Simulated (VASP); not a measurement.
# C: single point with PBE

C:

```
C
1.0
     0.00000    1.22279    1.22279
     1.22279    0.00000    1.22279
     1.22279    1.22279    0.00000
C
1
Direct
  0.00000 0.00000 0.00000
```

This cell differs from its parent crystal: volume scaled by 0.5.

- Program: VASP 6.6.1
- Task: single point
- Functional: PBE
- Potentials or basis: VASP PAW PBE potentials, release 64 (C)
- Cutoff: 520 eV
- k mesh: 22 × 22 × 22
- Occupations: fermi-dirac, width 0.1 eV
- Spin: no spin polarisation
- Dipole correction: no
- Further INCAR settings: ALGO = Normal; EDIFF = 1e-06; NBANDS = 8

```
Pressure               : 362.9 GPa
Band gap on the k mesh : zero (band 2 reaches 35.21 eV, above the bottom of band 3 at 15.60 eV)
```

Levels at points of the mesh, in eV from the Fermi level:
| k point | band 1 | band 2 | band 3 | band 4 | band 5 |
| --- | --- | --- | --- | --- | --- |
| (0.00, 0.00, 0.00) | -31.37 | 14.63 | 14.63 | 14.63 | 40.56 |
| (0.50, 0.00, 0.00) | -18.50 | -13.34 | 10.98 | 10.98 | 36.21 |
| (0.50, 0.50, 0.00) | -14.89 | -5.90 | 2.36 | 2.36 | 18.18 |

Wall time 5.6 s on 1 thread of Intel(R) Xeon(R) Platinum 8259CL CPU @ 2.50GHz (Skylake/Cascade Lake), with other jobs on the host, peak memory 0.11 GiB.
